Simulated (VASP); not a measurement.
# BaHfO3 (a cell with a defect) in VASP: single point with PBEsol

Aim: the single point of BaHfO3 (a cell with a defect) with PBEsol.

Program: VASP 6.6.1. These are calculated values, not measurements. Logs are shortened: lines on timing, memory, paths and dates and some standing lists are left out, and cuts for length are marked.

## Step 1: The cell of the first run

The cell holds a defect, 40 atoms: a = 8.315 Å, b = 8.315 Å, c = 8.315 Å, α = 90.00°, β = 90.00°, γ = 90.00°.

## Step 2: Single point, PBEsol

File INCAR:

```
SYSTEM = BaHfO3
  PREC = Accurate
  ENCUT = 520
  EDIFF = 1E-7
  ISMEAR = -1
  SIGMA = 0.05
  LREAL = Auto
  LASPH = .TRUE.
  NELM = 100
  ALGO = Normal
  ISIF = 2
  LWAVE = .FALSE.
  LCHARG = .FALSE.
  GGA = PS
  NBANDS = 178
  ISYM = 0
```

File KPOINTS:

```
Automatic mesh
0
Gamma
  1 1 1
  0.25 0.25 0.25
```

File POSCAR:

```
BaHfO3
1.0
    8.3151870000      0.0000000000      0.0000000000
    0.0000000000      8.3151870000      0.0000000000
    0.0000000000      0.0000000000      8.3151870000
Hf Ba O
8 8 24
Direct
    0.0537060000      0.0540350000      0.0536770000
    0.2463800000      0.2498780000      0.7587430000
    0.2495090000      0.7591580000      0.2463520000
    0.2424440000      0.7541320000      0.7577030000
    0.7588230000      0.2468240000      0.2494900000
    0.7577490000      0.2428530000      0.7536770000
    0.7537210000      0.7581160000      0.2424320000
    0.7534290000      0.7538440000      0.7534320000
    0.9991060000      0.9995700000      0.5101750000
    0.9991800000      0.5106190000      0.9990750000
    0.9882660000      0.5067190000      0.5107060000
    0.5102870000      0.9995360000      0.9991670000
    0.5107350000      0.9886550000      0.5061420000
    0.5061750000      0.5110710000      0.9882020000
    0.5186350000      0.5189690000      0.5186160000
    0.2840750000      0.2844490000      0.2840420000
    0.1834410000      0.2578920000      0.9967350000
    0.2651250000      0.1589650000      0.5433390000
    0.2672680000      0.7096770000      0.9962390000
    0.2379490000      0.7846240000      0.5003900000
    0.8321480000      0.1919860000      0.9915660000
    0.7237460000      0.2601220000      0.4959590000
    0.7250450000      0.7510680000      0.9952560000
    0.7600310000      0.7339360000      0.4949680000
    0.9967750000      0.1837790000      0.2574530000
    0.9963050000      0.2677310000      0.7092140000
    0.9916150000      0.8325410000      0.1915340000
    0.9952630000      0.7254890000      0.7506980000
    0.5433950000      0.2654800000      0.1585970000
    0.5004490000      0.2384550000      0.7841690000
    0.4959870000      0.7241150000      0.2597400000
    0.4949740000      0.7604310000      0.7335490000
    0.2575180000      0.9971630000      0.1833300000
    0.1915120000      0.9920190000      0.8321050000
    0.1586590000      0.5437570000      0.2650650000
    0.2597410000      0.4963870000      0.7236370000
    0.7093300000      0.9966850000      0.2673230000
    0.7506990000      0.9956630000      0.7249950000
    0.7843430000      0.5008440000      0.2380570000
    0.7336120000      0.4953660000      0.7599780000
```

Potentials or basis: VASP PAW PBE potentials, release 64 (Hf_pv, Ba_sv, O).

Launch:

```console
$ cat potpaw_PBE.64/Hf_pv/POTCAR potpaw_PBE.64/Ba_sv/POTCAR potpaw_PBE.64/O/POTCAR > POTCAR
$ mpirun -np 1 vasp_std > vasp.out
```

OUTCAR:

```text
SYSTEM = BaHfO3
   PREC = Accurate
   ENCUT = 520
   EDIFF = 1E-7
   ISMEAR = -1
   LREAL = Auto
   LASPH = .TRUE.
   NELM = 100
   ISIF = 2
   GGA = PS
   ISYM = 0

 ion  position               nearest neighbor table
   1  0.054  0.054  0.054-  33 2.06  25 2.06  17 2.06  27 2.23  34 2.23  21 2.23  16 3.32   3 3.35
                             2 3.35   5 3.35   4 3.84   7 3.84   6 3.84   9 3.85  12 3.85  10 3.85
   2  0.246  0.250  0.759-  18 1.95  17 2.05  36 2.07  26 2.13  30 2.13  34 2.28   1 3.35   9 3.58
                            10 3.59  14 3.61  12 3.63  11 3.66  13 3.74  15 3.76  16 3.97
   3  0.250  0.759  0.246-  35 1.95  33 2.05  31 2.07  20 2.13  19 2.13  27 2.28   1 3.35  10 3.58
                            12 3.59  13 3.61   9 3.63  14 3.66  11 3.74  15 3.76  16 3.97
   4  0.242  0.754  0.758-  19 2.03  28 2.07  32 2.11  34 2.12  20 2.15  36 2.17  10 3.50   9 3.53
                            14 3.55  11 3.59  15 3.61  13 3.63  12 3.63   1 3.84
   5  0.759  0.247  0.249-  29 1.95  25 2.05  22 2.07  39 2.12  37 2.13  21 2.28   1 3.35  12 3.58
                             9 3.59  11 3.61  10 3.63  13 3.66  14 3.74  15 3.76  16 3.97
   6  0.758  0.243  0.754-  26 2.03  38 2.07  40 2.11  21 2.12  30 2.15  22 2.17   9 3.50  12 3.53
                            11 3.55  13 3.59  15 3.61  10 3.63  14 3.63   1 3.84
   7  0.754  0.758  0.242-  37 2.03  23 2.07  24 2.11  27 2.12  39 2.15  31 2.17  12 3.50  10 3.53
                            13 3.54  14 3.60  15 3.61  11 3.63   9 3.63   1 3.84
   8  0.753  0.754  0.753-  23 2.02  38 2.02  28 2.02  32 2.16  24 2.16  40 2.16  15 3.38  11 3.48
                            13 3.48  14 3.48  12 3.53  10 3.53   9 3.53
   9  0.999  1.000  0.510-  18 2.59  25 2.60  20 2.67  38 2.73  26 2.78  24 2.97  27 2.99  28 3.03
                            34 3.12  37 3.14  22 3.15   6 3.50   8 3.53   4 3.53   2 3.58   5 3.59
  10  0.999  0.511  0.999-  35 2.59  17 2.60  39 2.67  28 2.73  19 2.78  40 2.97  21 2.99  23 3.03
                            27 3.12  26 3.14  36 3.15   4 3.50   8 3.53   7 3.53   3 3.58   2 3.59
  11  0.988  0.507  0.511-  35 2.50  26 2.58  24 2.68  28 2.70  39 2.83  36 2.87  40 2.96  22 3.01
                            20 3.11   8 3.48   6 3.55   4 3.59  16 3.61   5 3.61   7 3.63   2 3.66
  12  0.510  1.000  0.999-  29 2.59  33 2.60  30 2.67  23 2.73  37 2.78  32 2.97  34 2.99  38 3.03
                            21 3.12  19 3.15  31 3.15   7 3.50   8 3.53   6 3.53   5 3.58   3 3.59
  13  0.511  0.989  0.506-  18 2.50  37 2.58  32 2.68  38 2.70  20 2.83  22 2.87  24 2.97  31 3.01
                            30 3.11   8 3.48   7 3.54   6 3.59  16 3.61   3 3.61   4 3.63   5 3.66
  14  0.506  0.511  0.988-  29 2.50  19 2.58  40 2.68  23 2.70  30 2.83  31 2.87  32 2.97  36 3.01
                            39 3.11   8 3.48   4 3.55   7 3.60  16 3.61   2 3.61   6 3.63   3 3.66
  15  0.519  0.519  0.519-  40 2.69  24 2.69  32 2.70  36 2.75  22 2.75  31 2.75  30 3.22  39 3.22
                            20 3.22  16 3.38   8 3.38   6 3.61   7 3.61   4 3.61   5 3.76   2 3.76
  16  0.284  0.284  0.284-  35 2.40  18 2.40  29 2.40  17 2.54  33 2.54  25 2.54   1 3.32  15 3.38
                            13 3.61  14 3.61  11 3.61   9 3.84  12 3.84  10 3.84   2 3.97   3 3.97
  17  0.183  0.258  0.997-   2 2.05   1 2.06  16 2.54  10 2.60
[... 9 lines left out ...]
  27  0.992  0.833  0.192-   7 2.12   1 2.23   3 2.28   9 2.99  10 3.12
  28  0.995  0.725  0.751-   8 2.02   4 2.07  11 2.70  10 2.73   9 3.03
  29  0.543  0.265  0.159-   5 1.95  16 2.40  14 2.50  12 2.59
  30  0.500  0.238  0.784-   2 2.13   6 2.15  12 2.67  14 2.83  13 3.11  15 3.22
  31  0.496  0.724  0.260-   3 2.07   7 2.17  15 2.75  14 2.87  13 3.01  12 3.15
[... 187 lines left out ...]
   GGA     = PS    functional components
   LHFCALC =     F    Hartree Fock is set to
   AEXX    =    0.0000 exact exchange contribution
   IVDW    =     0    specifies the selected vdW correction
   LEPSILON=     F    determine dielectric tensor
   LRPA    =     F    only Hartree local field effects (RPA)
 non-spin polarized calculation
  energy-cutoff  :      520.00
  volume of cell :      574.93
 maximum number of plane-waves:     15468
 NGX is ok and might be reduce to    64
   NGX = 31   NGY = 31   NGZ = 31

 number of electron     303.9999991 magnetization

 Free energy of the ion-electron system (eV)
  ---------------------------------------------------
  ext. energy  EPLUGINS =         0.00000000
  ---------------------------------------------------
  free energy    TOTEN  =      -357.38446847 eV

  energy without entropy =     -357.38446847  energy(sigma->0) =     -357.38446847

 E-fermi :   3.4668     XC(G=0): -11.1016

 val. band max:        2.2463022747   @ k =  -0.2500   0.2500   0.2500
 cond. band min:       6.4560950780   @ k =   0.2500  -0.2500   0.2500
 fundamental gap:      4.2097928033
 Fermi energy:         3.4668226797

 k-point     1 :       0.2500    0.2500    0.2500
  band No.  band energies     occupation
      1     -27.2646      2.00000
      2     -27.1408      2.00000
      3     -27.1405      2.00000
      4     -26.7680      2.00000
      5     -26.7673      2.00000
      6     -26.7643      2.00000
[... 657 lines left out ...]
    163       7.5998      0.00000
    164       7.6508      0.00000
 [bands above 164 left out]

------------------------ aborting loop because EDIFF is reached ----------------------------------------

  FORCE on cell =-STRESS in cart. coord.  units (eV):
  Direction    XX          YY          ZZ          XY          YZ          ZX
  --------------------------------------------------------------------------------------
  -------------------------------------------------------------------------------------
  Total        9.6830997      9.6847735      9.6947539      0.5013448      0.5178773      0.5109181
  in kB       26.9841613     26.9888259     27.0166383      1.3971115      1.4431829      1.4237897
  external PRESSURE =      26.9965418 kB  Pullay stress =       0.0000000 kB

 VOLUME and BASIS-vectors are now :
 -----------------------------------------------------------------------------
  energy-cutoff  :      520.00
  volume of cell :      574.93
      direct lattice vectors                 reciprocal lattice vectors
     8.315187000  0.000000000  0.000000000     0.120261877  0.000000000  0.000000000
     0.000000000  8.315187000  0.000000000     0.000000000  0.120261877  0.000000000
     0.000000000  0.000000000  8.315187000     0.000000000  0.000000000  0.120261877

 POSITION                                       TOTAL-FORCE (eV/Angst)
 -----------------------------------------------------------------------------------
      0.44658      0.44931      0.44633         0.109564      0.113058      0.106102
      2.04870      2.07778      6.30909        -0.086271     -0.049671     -0.010154
      2.07471      6.31254      2.04846        -0.051365     -0.005321     -0.083114
      2.01597      6.27075      6.30044        -0.027803     -0.040448      0.056369
      6.30976      2.05239      2.07456        -0.009609     -0.087549     -0.052944
      6.30082      2.01937      6.26697         0.060287     -0.028403     -0.041699
[... 32 lines left out ...]
      6.52196      4.16461      1.97949        -0.113410      0.008467      0.029325
      6.10012      4.11906      6.31936         0.072313      0.006104      0.024139
 -----------------------------------------------------------------------------------
    total drift:                                0.003296      0.010020     -0.001581

  FREE ENERGIE OF THE ION-ELECTRON SYSTEM (eV)
  ---------------------------------------------------
  free  energy   TOTEN  =      -357.3844684672 eV

  energy  without entropy=     -357.3844684671  energy(sigma->0) =     -357.38446847
```

Wall time 23 min (1 thread of AMD EPYC 7R13 (Zen 3), shared host); peak memory 0.69 GiB.

What came out:

```yaml
Free_energy: -357.3845 eV
Pressure: 2.7 GPa
Largest_force: 0.419 eV/Å
Band_gap_on_the_k_mesh: 4.21 eV
```

Forces in eV/Å, atoms in the order of the input:
```
Hf   0.110  0.113  0.106
Hf  -0.086 -0.050 -0.010
Hf  -0.051 -0.005 -0.083
Hf  -0.028 -0.040  0.056
Hf  -0.010 -0.088 -0.053
Hf   0.060 -0.028 -0.042
Hf  -0.042  0.061 -0.026
Hf  -0.018 -0.018 -0.021
Ba  -0.092 -0.063 -0.003
Ba  -0.063 -0.006 -0.092
Ba  -0.055 -0.021  0.043
Ba  -0.006 -0.092 -0.065
Ba   0.043 -0.059 -0.013
Ba  -0.016  0.044 -0.058
Ba  -0.104 -0.102 -0.104
Ba   0.072  0.073  0.074
O    0.014 -0.206 -0.235
O   -0.038  0.116  0.399
O   -0.080  0.167 -0.036
O    0.034 -0.110  0.010
O    0.029 -0.049 -0.026
O    0.057 -0.015 -0.006
O    0.119  0.011  0.031
O    0.022  0.078  0.001
O   -0.235  0.015 -0.207
O   -0.039 -0.082  0.168
O   -0.026  0.029 -0.050
O    0.030  0.118  0.013
O    0.400 -0.036  0.117
O    0.010  0.031 -0.109
O   -0.001  0.058 -0.017
O    0.004  0.022  0.075
O   -0.204 -0.242  0.018
O   -0.048 -0.023  0.029
O    0.115  0.396 -0.038
O   -0.015 -0.005  0.061
O    0.169 -0.038 -0.084
O    0.013  0.030  0.122
O   -0.113  0.008  0.029
O    0.072  0.006  0.024
```

Stress tensor (GPa, compression positive):
```
2.70 0.14 0.14
0.14 2.70 0.14
0.14 0.14 2.70
```

Caveat: the PAW data sets were made with another functional, which shifts forces and pressure a little; spin-orbit coupling is left out, which moves the levels of the heavy elements.
